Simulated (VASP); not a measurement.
# GaN (Pmc2_1) in VASP: notebook

Runs on GaN. Level: PBE. Tasks: single point.

All numbers are computed with VASP 6.6.1; they aren't measurements. Logs are shortened: lines on timing, memory, paths and dates and some standing lists are left out, and cuts for length are marked.

## 1. The cell of the first run

The structure is orthorhombic, space group Pmc2_1 (No. 26). Conventional cell: a = 3.219 Å, b = 5.575 Å, c = 5.243 Å, α = 90.00°, β = 90.00°, γ = 90.00°. Within 2.6 Å of Ga (site symmetry m) lie 4 N at 1.94 to 2.04 Å. Within 2.5 Å of Ga (site symmetry m) lie 4 N at 1.91 to 2.01 Å. Within 2.6 Å of N (site symmetry m) lie 4 Ga at 1.99 to 2.04 Å. Within 2.5 Å of N (site symmetry m) lie 4 Ga at 1.91 to 1.94 Å.

## 2. Single point, PBE (atoms displaced along a vibrational mode)

File INCAR:

```
PREC = Accurate
ENCUT = 520
EDIFF = 1E-7
ISMEAR = 0
SIGMA = 0.05
LREAL = F
LASPH = T
NELM = 100
ALGO = Normal
ISIF = 2
LWAVE = F
LCHARG = F
GGA = PE
NBANDS = 46
```

File KPOINTS:

```
Automatic mesh
0
Gamma
  8 6 6
```

File POSCAR:

```
GaN
1.0
   -3.2185392732      0.0000000000      0.0000000000
    0.0000000000      0.0000000000     -5.2433778863
    0.0000000001     -5.5746735474      0.0000000000
Ga N
4 4
Direct
    0.5000000000      0.0055727612      0.1800673402
    0.0000000000     -0.0053479520      0.6532671030
    0.0000000000      0.4946520480      0.3467328970
    0.5000000000      0.5055727612      0.8199326598
    0.5000000000      0.6255049582      0.1689354075
    0.0000000000      0.6302444162      0.6644049599
    0.0000000000      0.1302444162      0.3355950401
    0.5000000000      0.1255049582      0.8310645925
```

Potentials or basis: VASP PAW PBE potentials, release 64 (Ga_d, N).

On the command line:

```bash
$ cat potpaw_PBE.64/Ga_d/POTCAR potpaw_PBE.64/N/POTCAR > POTCAR
$ mpirun -np 1 vasp_std > vasp.out
```

OUTCAR:

```text
PREC = Accurate
   ENCUT = 520
   EDIFF = 1E-7
   ISMEAR = 0
   LREAL = F
   LASPH = T
   NELM = 100
   ISIF = 2
   GGA = PE

 ion  position               nearest neighbor table
   1  0.500  0.006  0.180-   7 1.94   7 1.94   5 1.99   8 2.04
   2  0.000  0.995  0.653-   7 1.91   6 1.91   8 2.01   8 2.01
   3  0.000  0.495  0.347-   6 1.91   7 1.91   5 2.01   5 2.01
   4  0.500  0.506  0.820-   6 1.94   6 1.94   8 1.99   5 2.04
   5  0.500  0.626  0.169-   1 1.99   3 2.01   3 2.01   4 2.04
   6  0.000  0.630  0.664-   3 1.91   2 1.91   4 1.94   4 1.94
   7  0.000  0.130  0.336-   2 1.91   3 1.91   1 1.94   1 1.94
   8  0.500  0.126  0.831-   4 1.99   2 2.01   2 2.01   1 2.04

  LATTYP: Found a simple orthorhombic cell.
 ALAT       =     3.2185392732
 B/A-ratio  =     1.6291172613
 C/A-ratio  =     1.7320508076

  Lattice vectors:

 A1 = (  -3.2185392732,   0.0000000000,   0.0000000000)
 A2 = (   0.0000000000,   0.0000000000,  -5.2433778863)
 A3 = (   0.0000000001,  -5.5746735474,   0.0000000000)

Analysis of symmetry for initial positions (statically):
=====================================================================
 Subroutine PRICEL returns:
 Original cell was already a primitive cell.

 Routine SETGRP: Setting up the symmetry group for a
 simple orthorhombic supercell.

 Subroutine GETGRP returns: Found  4 space group operations
 (whereof  2 operations were pure point group operations)
 out of a pool of  8 trial point group operations.

The static configuration has the point symmetry C_1h.
 The point group associated with its full space group is C_2v.

Analysis of symmetry for dynamics (positions and initial velocities):
=====================================================================
 Subroutine PRICEL returns:
 Original cell was already a primitive cell.

 Routine SETGRP: Setting up the symmetry group for a
 simple orthorhombic supercell.

 Subroutine GETGRP returns: Found  4 space group operations
 (whereof  2 operations were pure point group operations)
 out of a pool of  8 trial point group operations.

The dynamic configuration has the point symmetry C_1h.
 The point group associated with its full space group is C_2v.

 Subroutine INISYM returns: Found  4 space group operations
 (whereof  2 operations are pure point group operations),
 and found     1 'primitive' translations

----------------------------------------------------------------------------------------

                                     Primitive cell

  volume of cell :      94.0783

  direct lattice vectors                    reciprocal lattice vectors
    -3.218539273  0.000000000  0.000000000    -0.310699953 -0.000000000  0.000000000
     0.000000000  0.000000000 -5.243377886     0.000000000  0.000000000 -0.190716752
     0.000000000 -5.574673547  0.000000000     0.000000000 -0.179382701  0.000000000

  length of vectors
     3.218539273  5.243377886  5.574673547     0.310699953  0.190716752  0.179382701

  position of ions in fractional coordinates (direct lattice)
     0.500000000  0.005572761  0.180067340
     0.000000000  0.994652048  0.653267103
     0.000000000  0.494652048  0.346732897
     0.500000000  0.505572761  0.819932660
     0.500000000  0.625504958  0.168935408
     0.000000000  0.630244416  0.664404960
     0.000000000  0.130244416  0.335595040
     0.500000000  0.125504958  0.831064592

  ion indices of the primitive-cell ions
   primitive index   ion index
                 1           1
                 2           2
                 3           3
                 4           4
                 5           5
                 6           6
                 7           7
                 8           8

----------------------------------------------------------------------------------------

 KPOINTS: Automatic mesh

Automatic generation of k-mesh.
 Grid dimensions read from file:
 generate k-points for:    8    6    6

 Generating k-lattice:

  Cartesian coordinates                     Fractional coordinates (reciprocal lattice)
    -0.038837494 -0.000000000  0.000000000     0.125000000  0.000000000  0.000000000
     0.000000000  0.000000000 -0.031786125     0.000000000  0.166666667  0.000000000
     0.000000000 -0.029897117  0.000000000     0.000000000  0.000000000  0.166666667

  Length of vectors
     0.038837494  0.031786125  0.029897117

  Shift w.r.t. Gamma in fractional coordinates (k-lattice)
     0.000000000  0.000000000  0.000000000

 Subroutine IBZKPT returns following result:
 ===========================================

 Found     80 irreducible k-points:

 Following reciprocal coordinates:
            Coordinates               Weight
  0.000000  0.000000  0.000000      1.000000
  0.125000  0.000000  0.000000      2.000000
  0.250000  0.000000  0.000000      2.000000
  0.375000  0.000000 -0.000000      2.000000
  0.500000  0.000000  0.000000      1.000000
  0.000000  0.166667  0.000000      2.000000
[... 16 lines left out ...]
  0.250000  0.000000  0.166667      4.000000
  0.375000  0.000000  0.166667      4.000000
 [... further k-points ...]
   k-points           NKPTS =     80   k-points in BZ     NKDIM =     80   number of bands    NBANDS=     46
   number of dos      NEDOS =    301   number of ions     NIONS =      8
   total plane-waves  NPLWV =  40320
   dimension x,y,z NGX =    24 NGY =   40 NGZ =   42
   dimension x,y,z NGXF=    48 NGYF=   80 NGZF=   84
   ions per type =               4   4
   NGX,Y,Z   is equivalent  to a cutoff of  12.40, 12.68, 12.53 a.u.
   NGXF,Y,Z  is equivalent  to a cutoff of  24.79, 25.36, 25.05 a.u.
 SYSTEM =  unknown system
   PREC   = accura    normal or accurate (medium, high low for compatibility)
   ISTART =      0    job   : 0-new  1-cont  2-samecut
   ICHARG =      2    charge: 1-file 2-atom 10-const
   ISPIN  =      1    spin polarized calculation?
   LNONCOLLINEAR =      F non collinear calculations
   LSORBIT =      F    spin-orbit coupling
   LASPH  =      T    aspherical Exc in radial PAW
   ENCUT  =  520.0 eV  38.22 Ry    6.18 a.u.   5.98  9.75 10.37*2*pi/ulx,y,z
   NELM   =    100;   NELMIN=  2; NELMDL= -5     # of ELM steps
   EDIFF  = 0.1E-06   stopping-criterion for ELM
   LREAL  =      F    real-space projection
   EDIFFG = 0.1E-05   stopping-criterion for IOM
   NSW    =      0    number of steps for IOM
   IBRION =     -1    ionic relax: 0-MD 1-quasi-New 2-CG
   NFREE  =      0    steps in history (QN), initial steepest desc. (CG)
   ISIF   =      2    stress and relaxation
   ISYM   =      2    0-nonsym 1-usesym 2-fastsym
   POTIM  = 0.5000    time-step for ionic-motion
   TEBEG  =    0.0;   TEEND  =   0.0 temperature during run
   PSTRESS=    0.0 pullay stress
   NELECT =      72.0000    total number of electrons
   NUPDOWN=      -1.0000    fix difference up-down
   EMIN   =  10.00;   EMAX   =-10.00  energy-range for DOS
   EFERMI =   0.00;   METHOD = LEGACY
   ISMEAR =     0;   SIGMA  =   0.05  broadening in eV -4-tet -1-fermi 0-gaus
   EFERMI_NEDOS =   21; number of points for ismear=-14 and -15
   IALGO  =     38    algorithm
   IMIX   =      4    mixing-type and parameters
     AMIX     =   0.40;   BMIX     =  1.00
     AMIX_MAG =   1.60;   BMIX_MAG =  1.00
  volume/ion in A,a.u.               =      11.76        79.36
  Fermi-wavevector in a.u.,A,eV,Ry     =   1.497462  2.829793 30.509608  2.242393
  Thomas-Fermi vector in A             =   2.609347
   LORBIT       =      0    0 simple, 1 ext, 2 COOP (PROOUT), +10 PAW based schemes
   GGA     = PE    functional components
   LHFCALC =     F    Hartree Fock is set to
   AEXX    =    0.0000 exact exchange contribution
   IVDW    =     0    specifies the selected vdW correction
   LEPSILON=     F    determine dielectric tensor
   LRPA    =     F    only Hartree local field effects (RPA)
 non-spin polarized calculation
 Gauss-broadening in eV      SIGMA  =   0.05
  energy-cutoff  :      520.00
  volume of cell :       94.08
 maximum number of plane-waves:      2568
 NGX is ok and might be reduce to    24
   NGX = 11   NGY = 19   NGZ = 21

 number of electron      72.0000032 magnetization

 Free energy of the ion-electron system (eV)
  ---------------------------------------------------
  ext. energy  EPLUGINS =         0.00000000
  ---------------------------------------------------
  free energy    TOTEN  =       -48.34645444 eV

  energy without entropy =      -48.34645444  energy(sigma->0) =      -48.34645444

 E-fermi :   5.3177     XC(G=0): -11.5135

 val. band max:        5.1057057074   @ k =   0.0000   0.0000   0.0000
 cond. band min:       6.6756823535   @ k =   0.0000   0.0000   0.0000
 fundamental gap:      1.5699766461
 Fermi energy:         5.3176510845

 k-point     1 :       0.0000    0.0000    0.0000
  band No.  band energies     occupation
      1     -10.9712      2.00000
      2     -10.3662      2.00000
      3      -9.6038      2.00000
      4      -9.5388      2.00000
      5      -8.4660      2.00000
      6      -8.4571      2.00000
[... 38 lines left out ...]
     45      14.7249      0.00000
     46      15.0210      0.00000

 k-point     2 :       0.1250    0.0000    0.0000
  band No.  band energies     occupation
      1     -10.8818      2.00000
      2     -10.3346      2.00000
      3      -9.5891      2.00000
      4      -9.5195      2.00000
      5      -8.4501      2.00000
      6      -8.4433      2.00000
[... 38 lines left out ...]
     45      14.6655      0.00000
     46      14.9941      0.00000

 k-point     3 :       0.2500    0.0000    0.0000
  band No.  band energies     occupation
      1     -10.6706      2.00000
      2     -10.2642      2.00000
      3      -9.5510      2.00000
      4      -9.4810      2.00000
      5      -8.4486      2.00000
      6      -8.4151      2.00000
[... 38 lines left out ...]
     45      14.4937      0.00000
     46      14.8140      0.00000

 k-point     4 :       0.3750    0.0000   -0.0000
  band No.  band energies     occupation
      1     -10.4776      2.00000
      2     -10.2030      2.00000
      3      -9.5099      2.00000
      4      -9.4537      2.00000
      5      -8.4456      2.00000
      6      -8.4037      2.00000
[... 920 lines left out ...]
     45      14.5819      0.00000
     46      15.1627      0.00000

 k-point    23 :       0.2500    0.0000    0.1667
  band No.  band energies     occupation
      1     -10.6465      2.00000
      2     -10.2682      2.00000
      3      -9.5524      2.00000
      4      -9.4787      2.00000
      5      -8.4445      2.00000
      6      -8.4129      2.00000
[... 38 lines left out ...]
     45      14.4229      0.00000
     46      14.8985      0.00000

 k-point    24 :       0.3750    0.0000    0.1667
  band No.  band energies     occupation
      1     -10.4714      2.00000
      2     -10.2033      2.00000
      3      -9.5159      2.00000
      4      -9.4517      2.00000
      5      -8.4379      2.00000
      6      -8.3974      2.00000
[... 38 lines left out ...]
     45      14.4425      0.00000
     46      14.7063      0.00000

 [... further k-points ...]

------------------------ aborting loop because EDIFF is reached ----------------------------------------

  FORCE on cell =-STRESS in cart. coord.  units (eV):
  Direction    XX          YY          ZZ          XY          YZ          ZX
  --------------------------------------------------------------------------------------
  -------------------------------------------------------------------------------------
  Total        0.1536425      0.2143376      1.3704071     -0.0000000      0.0000000      0.0000000
  in kB        2.6165708      3.6502248     23.3383841     -0.0000000      0.0000000      0.0000000
  external PRESSURE =       9.8683932 kB  Pullay stress =       0.0000000 kB

 VOLUME and BASIS-vectors are now :
 -----------------------------------------------------------------------------
  energy-cutoff  :      520.00
  volume of cell :       94.08
      direct lattice vectors                 reciprocal lattice vectors
    -3.218539273  0.000000000  0.000000000    -0.310699953 -0.000000000  0.000000000
     0.000000000  0.000000000 -5.243377886     0.000000000  0.000000000 -0.190716752
     0.000000000 -5.574673547  0.000000000     0.000000000 -0.179382701  0.000000000

 POSITION                                       TOTAL-FORCE (eV/Angst)
 -----------------------------------------------------------------------------------
     -1.60927     -1.00382     -0.02922        -0.000000      1.614193      0.476914
      0.00000     -3.64175     -5.21534         0.000000     -1.758703     -0.942983
      0.00000     -1.93292     -2.59365        -0.000000      1.758703     -0.942983
     -1.60927     -4.57086     -2.65091         0.000000     -1.614193      0.476914
     -1.60927     -0.94176     -3.27976         0.000000     -0.068196      0.122447
      0.00000     -3.70384     -3.30461         0.000000     -0.163315      0.343622
      0.00000     -1.87083     -0.68292        -0.000000      0.163315      0.343622
     -1.60927     -4.63291     -0.65807        -0.000000      0.068196      0.122447
 -----------------------------------------------------------------------------------
    total drift:                               -0.000000      0.000004      0.000659

  FREE ENERGIE OF THE ION-ELECTRON SYSTEM (eV)
  ---------------------------------------------------
  free  energy   TOTEN  =       -48.3464544417 eV

  energy  without entropy=      -48.3464544417  energy(sigma->0) =      -48.34645444
```

Wall time 5.7 min (1 thread of Intel Xeon Platinum 8259CL at 2.50GHz (Skylake/Cascade Lake), shared host); peak memory 0.37 GiB.

Results:

```
Free energy            : -48.3465 eV
Pressure               : 1.0 GPa
Largest force          : 1.996 eV/Å
Band gap on the k mesh : 1.57 eV
```

Forces in eV/Å, atoms in the order of the input:
```
Ga   0.000  1.614  0.477
Ga   0.000 -1.759 -0.943
Ga   0.000  1.759 -0.943
Ga   0.000 -1.614  0.477
N    0.000 -0.068  0.122
N    0.000 -0.163  0.344
N    0.000  0.163  0.344
N    0.000  0.068  0.122
```

Caveat: the cell differs from its parent crystal (atoms displaced along a vibrational mode); forces of over 1 eV/Å act on the atoms, so gaps and moduli don't describe the material at rest.

## 3. Single point, PBE (atoms displaced along a vibrational mode)

File INCAR:

```
SYSTEM = GaN
ALGO     = Normal         ! electronic algorithm
EDIFF    = 1E-6           ! SCF threshold, eV
ENCUT    = 520            ! plane-wave cutoff, eV
GGA      = PE             ! functional
ISIF     = 2              ! what is computed and relaxed
ISMEAR   = 0              ! smearing method
LASPH    = .TRUE.         ! aspherical terms in the spheres
LCHARG   = .FALSE.        ! write CHGCAR
LREAL    = .FALSE.        ! projectors in reciprocal space
LWAVE    = .FALSE.        ! write WAVECAR
NBANDS   = 46             ! bands
NELM     = 80             ! most SCF steps
PREC     = Accurate       ! precision mode
SIGMA    = 0.05           ! smearing width, eV
```

File KPOINTS:

```
k-points
0
G
  8 6 6
  0 0 0
```

File POSCAR:

```
GaN
1.0
   -3.2185392732      0.0000000000      0.0000000000
    0.0000000000      0.0000000000     -5.2433778863
    0.0000000001     -5.5746735474      0.0000000000
Ga N
4 4
Direct
    0.5000000000      0.0040708517      0.1800684500
    0.0000000000     -0.0068498615      0.6532682127
    0.0000000000      0.4931501385      0.3467317873
    0.5000000000      0.5040708517      0.8199315500
    0.5000000000      0.6329810511      0.1689424414
    0.0000000000      0.6377205091      0.6644119939
    0.0000000000      0.1377205091      0.3355880061
    0.5000000000      0.1329810511      0.8310575586
```

Potentials or basis: VASP PAW PBE potentials, release 64 (Ga_d, N).

On the command line:

```bash
$ cat potpaw_PBE.64/Ga_d/POTCAR potpaw_PBE.64/N/POTCAR > POTCAR
$ mpirun -np 1 vasp_std > vasp.out
```

Wall time 5.4 min (1 thread of Intel Xeon Platinum 8259CL at 2.50GHz (Skylake/Cascade Lake), shared host); peak memory 0.36 GiB.

The run converged. Its results:

```yaml
Free_energy: -48.2441 eV
Pressure: 1.3 GPa
Largest_force: 2.371 eV/Å
Band_gap_on_the_k_mesh: 1.51 eV
```

Forces on the atoms (eV/Å):
```
Ga   0.000  1.527 -0.042
Ga   0.000 -1.636 -1.717
Ga   0.000  1.636 -1.717
Ga   0.000 -1.527 -0.042
N    0.000 -0.084  0.628
N    0.000 -0.131  1.131
N    0.000  0.131  1.131
N    0.000  0.084  0.628
```

Stress tensor (GPa, compression positive):
```
-1.16  0.00  0.00
 0.00 -1.14  0.00
 0.00  0.00  6.20
```

Levels at points of the mesh, in eV from the valence-band top:
| k point | band 32 | band 33 | band 34 | band 35 | band 36 | band 37 | band 38 | band 39 | band 40 | band 41 |
| --- | --- | --- | --- | --- | --- | --- | --- | --- | --- | --- |
| (0.00, 0.00, 0.00) | -1.12 | -0.58 | -0.35 | -0.06 | 0.00 | 1.51 | 4.00 | 4.89 | 5.23 | 5.68 |
| (0.50, 0.00, 0.00) | -3.62 | -2.52 | -1.98 | -1.88 | -1.87 | 4.87 | 5.75 | 6.08 | 6.39 | 7.24 |
| (0.00, 0.50, 0.00) | -2.08 | -0.60 | -0.60 | -0.48 | -0.48 | 3.78 | 3.78 | 4.19 | 4.19 | 7.52 |
| (0.50, 0.50, 0.00) | -3.22 | -2.11 | -2.11 | -1.55 | -1.55 | 5.26 | 5.26 | 5.73 | 5.73 | 7.38 |
| (0.00, 0.00, 0.50) | -1.97 | -1.12 | -0.89 | -0.52 | -0.25 | 3.78 | 4.09 | 5.64 | 5.74 | 6.78 |
| (0.50, 0.00, 0.50) | -2.58 | -2.58 | -2.25 | -1.03 | -0.79 | 4.49 | 5.00 | 5.25 | 5.37 | 5.38 |
| (0.00, 0.50, 0.50) | -1.92 | -1.80 | -1.80 | -0.85 | -0.85 | 4.61 | 4.61 | 5.15 | 5.15 | 7.19 |
| (0.50, 0.50, 0.50) | -1.96 | -1.94 | -1.94 | -1.63 | -1.63 | 3.72 | 3.72 | 4.42 | 4.42 | 7.31 |

Caveat: the cell differs from its parent crystal (atoms displaced along a vibrational mode); forces of over 1 eV/Å act on the atoms, so gaps and moduli don't describe the material at rest.

[end of part 1 of 2]
